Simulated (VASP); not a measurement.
**TiSi16 (a cell with a defect): single point with PBE**

TiSi16 (a cell with a defect):

```
CELL_PARAMETERS angstrom
0.00000 5.43000 5.43000
5.43000 0.00000 5.43000
5.43000 5.43000 0.00000
ATOMIC_POSITIONS crystal
Si 0.00321 0.99715 0.99647
Si 0.13728 0.12129 0.12072
Si 0.00321 0.99715 0.50317
Si 0.12334 0.13004 0.62331
Si 0.00336 0.50356 0.99654
Si 0.12346 0.62396 0.12916
Si 0.99981 0.50068 0.49976
Si 0.12346 0.62396 0.62342
Si 0.50004 0.99995 0.00001
Si 0.62075 0.12129 0.12071
Si 0.49650 0.99714 0.50318
Si 0.62075 0.12129 0.63725
Si 0.49658 0.50356 0.99654
Si 0.62091 0.63733 0.12088
Si 0.49658 0.50356 0.50332
Si 0.62921 0.62395 0.62342
Ti 0.74996 0.25017 0.24993
```

```
Program                : VASP 6.6.1
Task                   : single point
Functional             : PBE
Potentials or basis    : VASP PAW PBE potentials, release 64 (Si, Ti_sv)
Cutoff                 : 520 eV
k mesh                 : 2 × 2 × 2
Occupations            : gaussian, width 0.05 eV
Spin                   : no spin polarisation
Dipole correction      : no
Further INCAR settings : LREAL = Auto; ALGO = Normal; EDIFF = 1e-06; NBANDS = 52
```

| Property | Result |
| --- | --- |
| Pressure | 4.0 GPa |
| Largest force | 0.010 eV/Å |
| Band gap on the k mesh | zero (bands 38 and 39 overlap by 0.43 eV) |

Forces on the atoms (eV/Å):
```
Si   0.000 -0.002  0.002
Si  -0.005  0.005  0.006
Si   0.002  0.000  0.002
Si   0.003 -0.003  0.003
Si   0.000  0.000  0.000
Si   0.005  0.004 -0.004
Si  -0.003  0.003 -0.003
Si  -0.004 -0.005 -0.004
Si   0.002 -0.002  0.002
Si  -0.006 -0.005 -0.006
Si   0.002 -0.002  0.001
Si   0.005  0.006 -0.006
Si   0.000  0.000  0.000
Si   0.005 -0.005  0.006
Si   0.000  0.000  0.000
Si  -0.003  0.003  0.006
Ti  -0.003  0.003 -0.004
```

Levels at points of the mesh, in eV from the Fermi level:
| k point | band 33 | band 34 | band 35 | band 36 | band 37 | band 38 | band 39 | band 40 | band 41 | band 42 |
| --- | --- | --- | --- | --- | --- | --- | --- | --- | --- | --- |
| (0.00, 0.00, 0.00) | -1.72 | -0.99 | -0.99 | -0.99 | -0.41 | -0.40 | -0.40 | -0.10 | -0.10 | 0.24 |
| (0.50, 0.00, 0.00) | -1.97 | -1.97 | -1.37 | -1.37 | -0.28 | 0.03 | 0.03 | 0.44 | 0.44 | 0.80 |
| (0.00, 0.50, 0.00) | -1.97 | -1.97 | -1.37 | -1.37 | -0.28 | 0.03 | 0.03 | 0.44 | 0.45 | 0.81 |
| (0.00, 0.00, 0.50) | -1.97 | -1.97 | -1.37 | -1.37 | -0.28 | 0.03 | 0.03 | 0.44 | 0.44 | 0.80 |
| (0.50, 0.50, 0.00) | -2.46 | -2.01 | -2.00 | -1.88 | -0.71 | -0.04 | 0.57 | 0.57 | 1.10 | 1.33 |
| (0.00, 0.50, 0.50) | -2.46 | -2.01 | -2.00 | -1.88 | -0.71 | -0.04 | 0.57 | 0.57 | 1.10 | 1.33 |

Run time: 3 min on 1 thread of Intel(R) Xeon(R) Platinum 8259CL CPU @ 2.50GHz (Skylake/Cascade Lake), with other jobs on the host, peak memory 0.48 GiB.

Caveat: the k points lie up to 0.50 Å⁻¹ apart.
